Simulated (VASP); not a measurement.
A run of VASP 6.6.1 is set up as follows.

POSCAR

```
LiH
1.0
    0.0000000000      2.0230801250      2.0230801250
    2.0230801250      0.0000000000      2.0230801250
    2.0230801250      2.0230801250      0.0000000000
Li H
1 1
Direct
    0.0000000000      0.0000000000      0.0000000000
    0.5000000000      0.5000000000      0.5000000000
```

File INCAR.step1:

```
SYSTEM = LiH
PREC     = Accurate       ! precision mode
ENCUT    = 520            ! plane-wave cutoff, eV
EDIFF    = 1E-5           ! SCF threshold, eV
ISMEAR   = -1             ! smearing method
SIGMA    = 0.05           ! smearing width, eV
LREAL    = .False.        ! projectors in reciprocal space
LASPH    = .True.         ! aspherical terms in the spheres
NELM     = 100            ! most SCF steps
ALGO     = Normal         ! electronic algorithm
ISIF     = 2              ! what is computed and relaxed
LWAVE    = .True.         ! write WAVECAR
LCHARG   = .False.        ! write CHGCAR
NBANDS   = 9              ! bands
GGA      = PE             ! functional
```

Contents of INCAR.step2:

```
SYSTEM = LiH
PREC     = Accurate       ! precision mode
ENCUT    = 520            ! plane-wave cutoff, eV
EDIFF    = 1E-6           ! SCF threshold, eV
ISMEAR   = -1             ! smearing method
SIGMA    = 0.05           ! smearing width, eV
LREAL    = .False.        ! projectors in reciprocal space
LASPH    = .True.         ! aspherical terms in the spheres
NELM     = 100            ! most SCF steps
ALGO     = Normal         ! electronic algorithm
ISIF     = 2              ! what is computed and relaxed
LWAVE    = .False.        ! write WAVECAR
LCHARG   = .False.        ! write CHGCAR
GGA      = PE             ! functional
LHFCALC  = .True.         ! exact exchange
HFSCREEN = 0.2079         ! screening, 1/A
PRECFOCK = Normal       
NBANDS   = 9              ! bands
ISTART   = 1
```

Contents of KPOINTS:

```
Automatic mesh
0
Gamma
  6 6 6
  0 0 0
```

Potentials or basis: VASP PAW PBE potentials, release 64 (Li_sv, H).

Launch:

```console
$ cat potpaw_PBE.64/Li_sv/POTCAR potpaw_PBE.64/H/POTCAR > POTCAR
$ cp INCAR.step1 INCAR
$ mpirun -np 1 vasp_std > vasp.out
$ cp INCAR.step2 INCAR
$ mpirun -np 1 vasp_std > vasp.out
```

Task: Predict the band gap on the k mesh.

Result: 3.99 eV, direct.

Caveat: the k points lie up to 0.45 Å⁻¹ apart. A k mesh can miss the band edges.
